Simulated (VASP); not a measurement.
Here is a VASP 6.6.1 calculation.

The input INCAR:

```
SYSTEM = Ta2F
ALGO = Normal
EDIFF = 1E-7
ENCUT = 520
GGA = PE
ISIF = 2
ISMEAR = 0
ISPIN = 2
LASPH = .True.
LCHARG = .False.
LMAXMIX = 4
LORBIT = 11
LREAL = .False.
LWAVE = .False.
MAGMOM = 1 1 1 1 0 0
NBANDS = 42
NELM = 150
PREC = Accurate
SIGMA = 0.1
```

The input KPOINTS:

```
k-points
0
Gamma
  6 6 2
  0 0 0
```

File POSCAR:

```
Ta2F
1.0
    3.2911449221      0.0000000000      0.0000000000
    0.0000000000      3.2911449221      0.0000000000
    0.0000000000      0.0000000000      8.5958271279
Ta F
4 2
Direct
    0.5000000000      0.0000000000      0.7092120881
    0.0000000000      0.5000000000      0.9060652495
    0.0000000000      0.5000000000      0.2907879119
    0.5000000000      0.0000000000      0.0939347505
    0.0000000000      0.5000000000      0.5329746962
    0.5000000000      0.0000000000      0.4670253038
```

Potentials or basis: VASP PAW PBE potentials, release 64 (Ta_pv, F).

Launch:

```console
$ cat potpaw_PBE.64/Ta_pv/POTCAR potpaw_PBE.64/F/POTCAR > POTCAR
$ mpirun -np 1 vasp_std > vasp.out
```

Problem. Predict the net moment.

Solution. 0.00 μB per cell.

Problem. Predict the largest force.

Solution. 0.282 eV/Å.

Problem. What does it give for the pressure?

Solution. 0.1 GPa.

Stress tensor (GPa, compression positive):
```
 0.38  0.00  0.00
 0.00  0.38  0.00
 0.00  0.00 -0.45
```

Caveat: the k points lie up to 0.37 Å⁻¹ apart.
